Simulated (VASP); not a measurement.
Input of a VASP 6.6.1 run:

Contents of INCAR:

```
ALGO = Normal
EDIFF = 1E-6
EDIFFG = -0.01
ENCUT = 600
GGA = PE
IBRION = 2
ISIF = 3
ISMEAR = 0
LASPH = True
LCHARG = False
LREAL = False
LWAVE = False
NELM = 100
NSW = 100
PREC = Accurate
SIGMA = 0.1
```

The input KPOINTS:

```
k-points
0
Gamma
  12 12 12
```

POSCAR

```
AsSe4
1.0
   -4.3638431231      4.3638431231      1.7238311754
    4.3638431231     -4.3638431231      1.7238311754
    4.3638431231      4.3638431231     -1.7238311754
As Se
1 4
Direct
    0.0000000000      0.0000000000      0.0000000000
    0.7208032073      0.6435647443      0.3643679516
    0.2791967927      0.3564352557      0.6356320484
    0.6435647443      0.2791967927      0.9227615370
    0.3564352557      0.7208032073      0.0772384630
```

Potentials or basis: VASP PAW PBE potentials, release 64 (As, Se).

The run is started by

```console
$ cat potpaw_PBE.64/As/POTCAR potpaw_PBE.64/Se/POTCAR > POTCAR
$ mpirun -np 1 vasp_std > vasp.out
```

Task: What does it give for the relaxed volume?

Result: 26.30 Å³/atom.

Task: What does it give for the band gap on the k mesh?

Result: Zero (an odd number of electrons rules out a gap without spin polarisation).

Task: What does it give for the relaxed cell?

Result: a = 6.417 Å, b = 6.417 Å, c = 6.417 Å, α = 94.12°, β = 94.12°, γ = 148.89°.

Step by step:
```
step  energy change (eV)  largest force (eV/Å)  pressure (GPa)  volume (Å³)
   1              0.0000                0.0813           -0.02       131.31
   2             -0.0011                0.0413            0.06       131.24
   3             -0.0014                0.0114            0.14       131.19
   4             -0.0016                0.0077           -0.05       131.67
   5             -0.0016                0.0034           -0.01       131.52
```
